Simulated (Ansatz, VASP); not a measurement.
## Ti2SnTe3: VASP beside Ansatz

```
Ti Sn Te
1.0
     5.33391    0.00000    0.00000
    -2.66696    4.61930    0.00000
     0.00000    0.00000    6.12955
Ti Sn Te
2 1 3
Cartesian
  0.0000 0.0000 1.3034
  0.0000 0.0000 4.8262
  0.0000 3.0795 0.0000
  0.0000 3.0795 3.0648
  2.6670 1.5398 0.0000
  2.6670 1.5398 3.0648
```

Change from the starting cell: species swapped into the Eu2Ge3Au type (P-6m2, No. 187).

Alike in both runs: functional PBE; k mesh 12 × 12 × 6; occupations gaussian, width 0.1 eV; no spin polarisation.

Ansatz relaxed the structure, and its values are those at the end. VASP's run is a single point on that final structure, the one shown.

|  | VASP | Ansatz |
| --- | --- | --- |
| version | VASP 6.6.1 | Ansatz 0.2.0 |
| potentials or method | VASP PAW PBE potentials, release 64 (Ti_sv, Sn_d, Te), cutoff 520 eV | scalar-relativistic, plane waves, PAW |
| valence electrons in the cell | 56 | 86 |

|  | VASP | Ansatz | Ansatz less VASP |
| --- | --- | --- | --- |
| gap on the k mesh at the Fermi level (eV) | none | none | - |
| pressure (GPa) | 0.0 | 0.0 | 0.00 |
| rms of the force components (eV/Å) | 0.008 | 0.002 | -0.0062 |

A gap of «none» marks a metal or a gap that the smearing closes. VASP's potentials hold 56 valence electrons a cell and Ansatz's 86, so a difference there can come from the potentials and not from the codes.

Neither program's run includes spin-orbit coupling.
